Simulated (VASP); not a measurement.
Set up this calculation in VASP 6.6.1, as the native input.

* Task: single point
* Functional: PBEsol
* Potentials or basis: VASP PAW PBE potentials, release 64 (Ba_sv, Zr_sv, O_h)
* Cutoff: 1340 eV
* k mesh: 4 × 4 × 4
* Occupations: gaussian, width 0.01 eV
* Spin: no spin polarisation
* Dipole correction: no
* Further INCAR settings: ALGO = Normal; EDIFF = 1e-06; NBANDS = 28

The structure of BaZrO3 lies in POSCAR:

```
BaZrO3
1.0
    4.1561169902      0.0000000000      0.0000000000
    0.0000000000      4.1561169902      0.0000000000
    0.0000000000      0.0000000000      4.1561169902
Ba Zr O
1 1 3
Direct
    0.0000000000      0.0000000000      0.0000000000
    0.5000000000      0.5000000000      0.5000000000
    0.0000000000      0.5000000000      0.5000000000
    0.5000000000      0.0000000000      0.5000000000
    0.5000000000      0.5000000000      0.0000000000
```

One way to write it, as run:

INCAR

```
SYSTEM = BaZrO3
ALGO     = Normal         ! electronic algorithm
EDIFF    = 1E-6           ! SCF threshold, eV
ENCUT    = 1340           ! plane-wave cutoff, eV
GGA      = PS             ! functional
GGA_COMPAT= .False.      
ISIF     = 2              ! what is computed and relaxed
ISMEAR   = 0              ! smearing method
LASPH    = .True.         ! aspherical terms in the spheres
LCHARG   = .False.        ! write CHGCAR
LREAL    = .False.        ! projectors in reciprocal space
LWAVE    = .False.        ! write WAVECAR
NBANDS   = 28             ! bands
NELM     = 120            ! most SCF steps
PREC     = Accurate       ! precision mode
SIGMA    = 0.01           ! smearing width, eV
```

KPOINTS

```
k-points
0
Gamma
  4 4 4
  0 0 0
```

Potentials or basis: VASP PAW PBE potentials, release 64 (Ba_sv, Zr_sv, O_h).

Run with:

```console
$ cat potpaw_PBE.64/Ba_sv/POTCAR potpaw_PBE.64/Zr_sv/POTCAR potpaw_PBE.64/O_h/POTCAR > POTCAR
$ mpirun -np 1 vasp_std > vasp.out
```

It gave:

* Pressure: 4.2 GPa
* Band gap on the k mesh: 3.16 eV (least direct gap 3.34 eV)

Caveat: the cell stands under pressure; the PAW data sets were made with another functional, which shifts forces and pressure a little; spin-orbit coupling is left out, which moves the levels of the heavy elements.

It took 45 s on 1 thread of Intel(R) Xeon(R) 6975P-C (Granite Rapids), on a shared host, peak memory 0.39 GiB.
